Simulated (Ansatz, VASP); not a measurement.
# CoO in VASP and in Ansatz

Contents of INCAR:

```
SYSTEM = CoO
ALGO     = Normal         ! electronic algorithm
EDIFF    = 1E-6           ! SCF threshold, eV
ENCUT    = 520            ! plane-wave cutoff, eV
GGA      = PS             ! functional
ISIF     = 2              ! what is computed and relaxed
ISMEAR   = -1             ! smearing method
ISPIN    = 2              ! spin polarisation
LASPH    = .True.         ! aspherical terms in the spheres
LCHARG   = .False.        ! write CHGCAR
LMAXMIX  = 4              ! l up to which the mixer works
LORBIT   = 11             ! projections on sites
LREAL    = .False.        ! projectors in reciprocal space
LWAVE    = .False.        ! write WAVECAR
MAGMOM   = 2 0            ! initial moments
NBANDS   = 18             ! bands
NELM     = 150            ! most SCF steps
NUPDOWN  = 2.0            ! fixed moment
PREC     = Accurate       ! precision mode
SIGMA    = 0.05           ! smearing width, eV
```

The input KPOINTS:

```
k-points
0
Gamma
  10 10 10
  0 0 0
```

POSCAR

```
CoO
1.0
   -1.5080000000      1.5080000000      2.1072475377
    1.5080000000     -1.5080000000      2.1072475377
    1.5080000000      1.5080000000     -2.1072475377
Co O
1 1
Direct
    0.0000000000      0.0000000000      0.0000000000
    0.5000000000      0.5000000000      0.0000000000
```

Contents of input.yaml:

```yaml
crystal:
  lattice:
    - [-1.508, 1.508, 2.1072475377]
    - [1.508, -1.508, 2.1072475377]
    - [1.508, 1.508, -2.1072475377]
  atoms:
    - { symbol: Co, position: [0.0, 0.0, 0.0], spin: 2.0 }
    - { symbol: O, position: [0.5, 0.5, 0.0] }
hamiltonian:
  xc: pbesol
  pseudopotentials: { kind: paw }
magnetization:
  spin_polarized: true
  initial_magnetization: 2.0
  spin_locking: { lock_magnetization: hard }
kpoints:
  mp_grid: { grid: [10, 10, 10] }
scf:
  occupations: { method: fermi_dirac, width: 0.05 }
  lower_state_search: "off"
output:
  forces: true
  stress: true
  eigenvalues: true
```

Alike in both runs: task single point; functional PBEsol; k mesh 10 × 10 × 10; occupations fermi-dirac, width 0.05 eV; collinear spin; fixed moment 2 μB.

```csv
,VASP,Ansatz
version,VASP 6.6.1,Ansatz 0.2.0
potentials or method,"VASP PAW PBE potentials, release 64 (Co, O)",Ansatz PAW
plane-wave cutoff (eV),520,420
valence electrons in the cell,15,23
```

Ansatz gave:

* pressure (GPa): -17.4
* traceless stress, the component that is largest in VASP (GPa): 0.41
* net moment per atom (μB): 1.00
* size of the moment on the site where the two differ most (μB): 1.80

Which values does VASP return?

Pressure (GPa): -17.7; traceless stress, the component that is largest in VASP (GPa): 0.44; net moment per atom (μB): 1.00; size of the moment on the site where the two differ most (μB): 1.88.

VASP's potentials were made for PBE, not for PBEsol. Site moments also hang on the region over which each program counts them. With one functional, cell and mesh, what is left measures potentials, basis and numerics. VASP's potentials hold 15 valence electrons a cell and Ansatz's 23, so a difference there can come from the potentials and not from the codes.
